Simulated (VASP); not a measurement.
Runs of VASP 6.6.1 on LiTaH4. The structure is that of space group P4/mmm (No. 123), or close to it. The cells are those of the table. 

| task | cell | k mesh | cutoff (eV) | gap on the mesh (eV) | pressure (GPa) | relaxed volume (Å³/atom) | largest force (eV/Å) |
| --- | --- | --- | --- | --- | --- | --- | --- |
| relaxation of cell and atoms | relaxed from a = 3.529, b = 3.529, c = 5.709 Å, 6 atoms | 6 × 6 × 4 | 600 | none | -0.1 | 11.69 | 0.04 |
| single point | a = 3.513, b = 3.513, c = 5.638 Å, 6 atoms | 6 × 6 × 4 | 520 | none | - | - | 0.02 |
| relaxation of cell and atoms | relaxed from a = 3.791, b = 3.791, c = 5.868 Å, 6 atoms | 4 × 4 × 4 | 600 | none | -0.4 | (b) | - |
| single point | a = 3.511, b = 3.511, c = 5.683 Å, 6 atoms | 10 × 10 × 8 | 520 | none | - | - | 0.01 |
| relaxation of cell and atoms | relaxed from a = 3.513, b = 3.513, c = 5.638 Å, 6 atoms | 10 × 10 × 8 | 600 | none | 0.0 | (a) | - |

Alike in all rows: level PBE; potentials or basis VASP PAW PBE potentials, release 64 (Li_sv, Ta_pv, H); no spin polarisation; smearing gaussian 0.1 eV.

Estimate the missing entries.

(a) 11.65; (b) 11.93.

Caveats: some runs use coarse meshes; the cutoff is under 1.25 times the usual one of these potentials, so pressure, stress and relaxed cells hold a basis-set (Pulay) error; spin-orbit coupling is left out, which moves the levels of the heavy elements; the volume moved by over 15 % at a fixed basis, so the end points are rough (some runs).

A k mesh can miss the band edges, and the runs leave out spin-orbit coupling on Ta.

A gap of «none» marks levels without a gap at the run's occupations.
